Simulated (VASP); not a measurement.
# TaN (P6/mmm) in VASP: single point with PBE

Aim: the single point of TaN with PBE.

Program: VASP 6.6.1. These are calculated values, not measurements. Logs are shortened: lines on timing, memory, paths and dates and some standing lists are left out, and cuts for length are marked.

**1. The cell of the first run**

The structure is hexagonal, space group P6/mmm (No. 191). Conventional cell: a = 5.191 Å, b = 5.191 Å, c = 2.908 Å, α = 90.00°, β = 90.00°, γ = 120.00°. Within 3.4 Å of Ta (site symmetry 6/mmm) lie 6 N at 2.60 Å and 14 Ta at 2.91 to 3.33 Å. Ta (site symmetry -6m2) has 6 N at 2.09 Å and 5 Ta at 2.91 to 3.00 Å within 3.0 Å. Within 3.0 Å of N (site symmetry mmm) lie 6 Ta at 2.09 to 2.60 Å and 6 N at 2.60 to 2.91 Å.

**2. Single point, PBE**

INCAR reads:

```
SYSTEM = TaN
  ALGO = Normal
  EDIFF = 1E-7
  ENCUT = 520
  GGA = PE
  ISIF = 2
  ISMEAR = 0
  LASPH = .TRUE.
  LCHARG = .FALSE.
  LREAL = Auto
  LUSENCCL = .FALSE.
  LWAVE = .FALSE.
  NBANDS = 249
  NELM = 80
  PREC = Accurate
  SIGMA = 0.05
```

KPOINTS reads:

```
k-points
0
G
  3 3 2
  0 0 0
```

POSCAR reads:

```
TaN
1.0
    7.7865000000      4.4955380000      0.0000000000
   -7.7865000000      4.4955380000      0.0000000000
    0.0000000000      0.0000000000      8.7240000000
Ta N
27 27
Direct
    0.0000000000      0.0000000000      0.0000000000
    0.0000000000      0.0000000000      0.3333330000
    0.0000000000      0.0000000000      0.6666670000
    0.3333330000      0.6666670000      0.0000000000
    0.3333330000      0.6666670000      0.3333330000
    0.3333330000      0.6666670000      0.6666670000
    0.6666670000      0.3333330000      0.0000000000
    0.6666670000      0.3333330000      0.3333330000
    0.6666670000      0.3333330000      0.6666670000
    0.3333330000      0.3333330000      0.1666670000
    0.3333330000      0.3333330000      0.5000000000
    0.3333330000      0.3333330000      0.8333330000
    0.6666670000      0.0000000000      0.1666670000
    0.6666670000      0.0000000000      0.5000000000
    0.6666670000      0.0000000000      0.8333330000
    0.0000000000      0.6666670000      0.1666670000
    0.0000000000      0.6666670000      0.5000000000
    0.0000000000      0.6666670000      0.8333330000
    0.3333330000      1.0000000000      0.1666670000
    0.3333330000      1.0000000000      0.5000000000
    0.3333330000      1.0000000000      0.8333330000
    0.6666670000      0.6666670000      0.1666670000
    0.6666670000      0.6666670000      0.5000000000
    0.6666670000      0.6666670000      0.8333330000
    0.0000000000      0.3333330000      0.1666670000
    0.0000000000      0.3333330000      0.5000000000
    0.0000000000      0.3333330000      0.8333330000
    0.1666670000      0.8333330000      0.0000000000
    0.1666670000      0.8333330000      0.3333330000
    0.1666670000      0.8333330000      0.6666670000
    0.5000000000      0.5000000000      0.0000000000
    0.5000000000      0.5000000000      0.3333330000
    0.5000000000      0.5000000000      0.6666670000
    0.8333330000      0.1666670000      0.0000000000
    0.8333330000      0.1666670000      0.3333330000
    0.8333330000      0.1666670000      0.6666670000
    0.3333330000      0.1666670000      0.0000000000
    0.3333330000      0.1666670000      0.3333330000
    0.3333330000      0.1666670000      0.6666670000
    0.6666670000      0.8333330000      0.0000000000
    0.6666670000      0.8333330000      0.3333330000
    0.6666670000      0.8333330000      0.6666670000
    0.0000000000      0.5000000000      0.0000000000
    0.0000000000      0.5000000000      0.3333330000
    0.0000000000      0.5000000000      0.6666670000
    0.1666670000      0.3333330000      0.0000000000
    0.1666670000      0.3333330000      0.3333330000
    0.1666670000      0.3333330000      0.6666670000
    0.5000000000      0.0000000000      0.0000000000
    0.5000000000      0.0000000000      0.3333330000
    0.5000000000      0.0000000000      0.6666670000
    0.8333330000      0.6666670000      0.0000000000
    0.8333330000      0.6666670000      0.3333330000
    0.8333330000      0.6666670000      0.6666670000
```

Potentials or basis: VASP PAW PBE potentials, release 64 (Ta_pv, N).

The run is started by

```sh
> cat potpaw_PBE.64/Ta_pv/POTCAR potpaw_PBE.64/N/POTCAR > POTCAR
> mpirun -np 1 vasp_std > vasp.out
```

OUTCAR:

```text
SYSTEM = TaN
   EDIFF = 1E-7
   ENCUT = 520
   GGA = PE
   ISIF = 2
   ISMEAR = 0
   LASPH = .TRUE.
   LREAL = Auto
   NELM = 80
   PREC = Accurate

 ion  position               nearest neighbor table
   1  0.000  0.000  0.000-  37 2.60  40 2.60  46 2.60  52 2.60  28 2.60  34 2.60   2 2.91   3 2.91
                            25 3.33  27 3.33  13 3.33  15 3.33  16 3.33  18 3.33  19 3.33  21 3.33
   2  0.000  0.000  0.333-  38 2.60  41 2.60  47 2.60  53 2.60  29 2.60  35 2.60   1 2.91   3 2.91
                            19 3.33  25 3.33  13 3.33  16 3.33  22 3.33  10 3.33  14 3.33  26 3.33
   3  0.000  0.000  0.667-  39 2.60  42 2.60  48 2.60  54 2.60  30 2.60  36 2.60   1 2.91   2 2.91
                            21 3.33  27 3.33  15 3.33  18 3.33  24 3.33  12 3.33  26 3.33  20 3.33
   4  0.333  0.667  0.000-  28 2.60  43 2.60  49 2.60  31 2.60  46 2.60  40 2.60   5 2.91   6 2.91
                            19 3.33  21 3.33  16 3.33  18 3.33  25 3.33  27 3.33  13 3.33  15 3.33
   5  0.333  0.667  0.333-  29 2.60  44 2.60  50 2.60  32 2.60  47 2.60  41 2.60   4 2.91   6 2.91
                            16 3.33  19 3.33  17 3.33  20 3.33  13 3.33  25 3.33  14 3.33  26 3.33
   6  0.333  0.667  0.667-  30 2.60  45 2.60  51 2.60  33 2.60  48 2.60  42 2.60   4 2.91   5 2.91
                            18 3.33  21 3.33  20 3.33  17 3.33  15 3.33  27 3.33  26 3.33  14 3.33
   7  0.667  0.333  0.000-  34 2.60  43 2.60  49 2.60  31 2.60  37 2.60  52 2.60   8 2.91   9 2.91
                            25 3.33  27 3.33  13 3.33  15 3.33  16 3.33  18 3.33  19 3.33  21 3.33
   8  0.667  0.333  0.333-  35 2.60  44 2.60  50 2.60  32 2.60  38 2.60  53 2.60   7 2.91   9 2.91
                            13 3.33  25 3.33  14 3.33  26 3.33  16 3.33  19 3.33  17 3.33  20 3.33
   9  0.667  0.333  0.667-  36 2.60  45 2.60  51 2.60  33 2.60  39 2.60  54 2.60   7 2.91   8 2.91
[... 71 lines left out ...]
 A1 = (   7.7865000000,   4.4955380000,   0.0000000000)
 A2 = (  -7.7865000000,   4.4955380000,   0.0000000000)
 A3 = (   0.0000000000,   0.0000000000,   8.7240000000)

Analysis of symmetry for initial positions (statically):
=====================================================================
 Subroutine PRICEL returns following result:

  LATTYP: Found a hexagonal cell.
 ALAT       =     5.1909949207
 C/A-ratio  =     0.5602003347

  Lattice vectors:

 A1 = (  -2.5954896180,  -4.4955380000,   0.0000000000)
 A2 = (   5.1909948090,   0.0000000000,   0.0000000000)
 A3 = (   0.0000000000,   0.0000000000,   2.9079970920)

   9 primitive cells build up your supercell.

 Routine SETGRP: Setting up the symmetry group for a
 hexagonal supercell.

 Subroutine GETGRP returns: Found 24 space group operations
 (whereof 24 operations were pure point group operations)
 out of a pool of 24 trial point group operations.

The static configuration has the point symmetry D_6h.

Analysis of symmetry for dynamics (positions and initial velocities):
=====================================================================
 Subroutine PRICEL returns following result:

  LATTYP: Found a hexagonal cell.
 ALAT       =     5.1909949207
 C/A-ratio  =     0.5602003347

  Lattice vectors:

 A1 = (  -2.5954896180,  -4.4955380000,   0.0000000000)
 A2 = (   5.1909948090,   0.0000000000,   0.0000000000)
 A3 = (   0.0000000000,   0.0000000000,   2.9079970920)

   9 primitive cells build up your supercell.

 Routine SETGRP: Setting up the symmetry group for a
 hexagonal supercell.

 Subroutine GETGRP returns: Found 24 space group operations
 (whereof 24 operations were pure point group operations)
 out of a pool of 24 trial point group operations.

The dynamic configuration has the point symmetry D_6h.

 Subroutine INISYM returns: Found 24 space group operations
 (whereof 24 operations are pure point group operations),
 and found     9 'primitive' translations

----------------------------------------------------------------------------------------

                                     Primitive cell

  volume of cell :      67.8619

  direct lattice vectors                    reciprocal lattice vectors
    -2.595489618 -4.495538000  0.000000000     0.000000000 -0.222442787  0.000000000
     5.190994809  0.000000000  0.000000000     0.192641302 -0.111221060  0.000000000
     0.000000000  0.000000000  2.907997092    -0.000000000  0.000000000  0.343879298
[... 24 lines left out ...]

Automatic generation of k-mesh.
 Grid dimensions read from file:
 generate k-points for:    3    3    2

 Generating k-lattice:

  Cartesian coordinates                     Fractional coordinates (reciprocal lattice)
     0.021404568  0.037073798 -0.000000000     0.333333333  0.000000000  0.000000000
    -0.021404568  0.037073798  0.000000000     0.000000000  0.333333333  0.000000000
     0.000000000 -0.000000000  0.057313159     0.000000000  0.000000000  0.500000000

  Length of vectors
     0.042809135  0.042809135  0.057313159

  Shift w.r.t. Gamma in fractional coordinates (k-lattice)
     0.000000000  0.000000000  0.000000000

 Subroutine IBZKPT returns following result:
 ===========================================

 Found      6 irreducible k-points:

 Following reciprocal coordinates:
            Coordinates               Weight
  0.000000  0.000000  0.000000      1.000000
  0.333333  0.000000  0.000000      6.000000
  0.333333  0.333333  0.000000      2.000000
  0.000000  0.000000  0.500000      1.000000
  0.333333  0.000000  0.500000      6.000000
  0.333333  0.333333  0.500000      2.000000
   k-points           NKPTS =      6   k-points in BZ     NKDIM =      6   number of bands    NBANDS=    249
   number of dos      NEDOS =    301   number of ions     NIONS =     54
   total plane-waves  NPLWV = 343000
   dimension x,y,z NGX =    70 NGY =   70 NGZ =   70
   dimension x,y,z NGXF=   140 NGYF=  140 NGZF=  140
   ions per type =              27  27
   NGX,Y,Z   is equivalent  to a cutoff of  12.94, 12.94, 13.34 a.u.
   NGXF,Y,Z  is equivalent  to a cutoff of  25.89, 25.89, 26.68 a.u.
 SYSTEM =  TaN
   PREC   = accura    normal or accurate (medium, high low for compatibility)
   ISTART =      0    job   : 0-new  1-cont  2-samecut
   ICHARG =      2    charge: 1-file 2-atom 10-const
   ISPIN  =      1    spin polarized calculation?
   LNONCOLLINEAR =      F non collinear calculations
   LSORBIT =      F    spin-orbit coupling
   LASPH  =      T    aspherical Exc in radial PAW
   ENCUT  =  520.0 eV  38.22 Ry    6.18 a.u.  16.72 16.72 16.22*2*pi/ulx,y,z
   NELM   =     80;   NELMIN=  2; NELMDL= -5     # of ELM steps
   EDIFF  = 0.1E-06   stopping-criterion for ELM
   LREAL  =      T    real-space projection
   EDIFFG = 0.1E-05   stopping-criterion for IOM
   NSW    =      0    number of steps for IOM
   IBRION =     -1    ionic relax: 0-MD 1-quasi-New 2-CG
   NFREE  =      0    steps in history (QN), initial steepest desc. (CG)
   ISIF   =      2    stress and relaxation
   ISYM   =      2    0-nonsym 1-usesym 2-fastsym
   POTIM  = 0.5000    time-step for ionic-motion
   TEBEG  =    0.0;   TEEND  =   0.0 temperature during run
   PSTRESS=    0.0 pullay stress
   NELECT =     432.0000    total number of electrons
   NUPDOWN=      -1.0000    fix difference up-down
   EMIN   =  10.00;   EMAX   =-10.00  energy-range for DOS
   EFERMI =   0.00;   METHOD = LEGACY
   ISMEAR =     0;   SIGMA  =   0.05  broadening in eV -4-tet -1-fermi 0-gaus
   EFERMI_NEDOS =   21; number of points for ismear=-14 and -15
   IALGO  =     38    algorithm
   IMIX   =      4    mixing-type and parameters
     AMIX     =   0.40;   BMIX     =  1.00
     AMIX_MAG =   1.60;   BMIX_MAG =  1.00
  volume/ion in A,a.u.               =      11.31        76.33
  Fermi-wavevector in a.u.,A,eV,Ry     =   1.458634  2.756418 28.947918  2.127612
  Thomas-Fermi vector in A             =   2.575295
   LORBIT       =      0    0 simple, 1 ext, 2 COOP (PROOUT), +10 PAW based schemes
   GGA     = PE    functional components
   LHFCALC =     F    Hartree Fock is set to
   AEXX    =    0.0000 exact exchange contribution
   IVDW    =     0    specifies the selected vdW correction
   LEPSILON=     F    determine dielectric tensor
   LRPA    =     F    only Hartree local field effects (RPA)
 non-spin polarized calculation
 Gauss-broadening in eV      SIGMA  =   0.05
  energy-cutoff  :      520.00
  volume of cell :      610.76
 maximum number of plane-waves:     16484
 NGX is ok and might be reduce to    70
   NGX = 33   NGY = 33   NGZ = 33

 number of electron     432.0000007 magnetization

 Free energy of the ion-electron system (eV)
  ---------------------------------------------------
  ext. energy  EPLUGINS =         0.00000000
  ---------------------------------------------------
  free energy    TOTEN  =      -582.18545442 eV

  energy without entropy =     -582.16549482  energy(sigma->0) =     -582.17547462

 E-fermi :   8.3138     XC(G=0): -13.0432

 val. band max:        7.9151382664   @ k =   0.3333   0.3333   0.5000
 cond. band min:       8.3324201036   @ k =   0.3333   0.0000   0.5000
 fundamental gap:      0.4172818372
 Fermi energy:         8.3137852491

 k-point     1 :       0.0000    0.0000    0.0000
  band No.  band energies     occupation
      1     -28.0677      2.00000
      2     -28.0676      2.00000
      3     -28.0421      2.00000
      4     -28.0421      2.00000
      5     -27.9962      2.00000
      6     -27.9962      2.00000
[... 1375 lines left out ...]
    227       9.0638      0.00000
    228       9.0639      0.00000
 [bands above 228 left out]

------------------------ aborting loop because EDIFF is reached ----------------------------------------

  FORCE on cell =-STRESS in cart. coord.  units (eV):
  Direction    XX          YY          ZZ          XY          YZ          ZX
  --------------------------------------------------------------------------------------
  -------------------------------------------------------------------------------------
  Total       42.0486965     42.0486989     39.6888619      0.0000000     -0.0000000     -0.0000000
  in kB      110.3045701    110.3045764    104.1141155      0.0000000     -0.0000000     -0.0000000
  external PRESSURE =     108.2410873 kB  Pullay stress =       0.0000000 kB

 VOLUME and BASIS-vectors are now :
 -----------------------------------------------------------------------------
  energy-cutoff  :      520.00
  volume of cell :      610.76
      direct lattice vectors                 reciprocal lattice vectors
     7.786500000  4.495538000  0.000000000     0.064213703  0.111221393 -0.000000000
    -7.786500000  4.495538000  0.000000000    -0.064213703  0.111221393  0.000000000
     0.000000000  0.000000000  8.724000000     0.000000000 -0.000000000  0.114626318

 POSITION                                       TOTAL-FORCE (eV/Angst)
 -----------------------------------------------------------------------------------
      0.00000      0.00000      0.00000        -0.000000      0.000000      0.000000
      0.00000      0.00000      2.90800         0.000000      0.000000      0.000000
      0.00000      0.00000      5.81600        -0.000000      0.000000      0.000000
     -2.59551      4.49554      0.00000        -0.000000      0.000000     -0.000000
     -2.59551      4.49554      2.90800         0.000000      0.000000      0.000000
     -2.59551      4.49554      5.81600         0.000000      0.000000      0.000000
[... 46 lines left out ...]
      1.29774      6.74331      2.90800        -0.000000     -0.000000     -0.000000
      1.29774      6.74331      5.81600         0.000000      0.000000      0.000000
 -----------------------------------------------------------------------------------
    total drift:                               -0.000000      0.000000      0.000000

  FREE ENERGIE OF THE ION-ELECTRON SYSTEM (eV)
  ---------------------------------------------------
  free  energy   TOTEN  =      -582.1854544204 eV

  energy  without entropy=     -582.1654948220  energy(sigma->0) =     -582.17547462
```

It took 6.2 min on 1 × NVIDIA H100 80GB with 1 thread of AMD EPYC 7R13 (Zen 3), shared host; peak memory 1.9 GiB.

What came out:

| Property | Result |
| --- | --- |
| Free energy | -582.1855 eV |
| Pressure | 10.8 GPa |
| Band gap on the k mesh | zero (bands 216 and 217 overlap by 0.82 eV) |

Levels at points of the mesh, in eV from the Fermi level:
```tsv
k point	band 213	band 214	band 215	band 216	band 217	band 218	band 219	band 220
(0.00, 0.00, 0.00)	-1.25	-1.25	-1.25	-0.81	-0.81	0.22	0.22	0.22
(0.00, 0.00, 0.50)	-0.65	-0.65	-0.65	-0.65	-0.65	0.17	0.17	0.17
```

Caveat: the k points lie up to 0.36 Å⁻¹ apart, too coarse for converged energies and pressures of a metal; spin-orbit coupling is left out, which moves the levels of the heavy elements.

The gap in the log of VASP goes by the Fermi energy; the results here count the filled bands.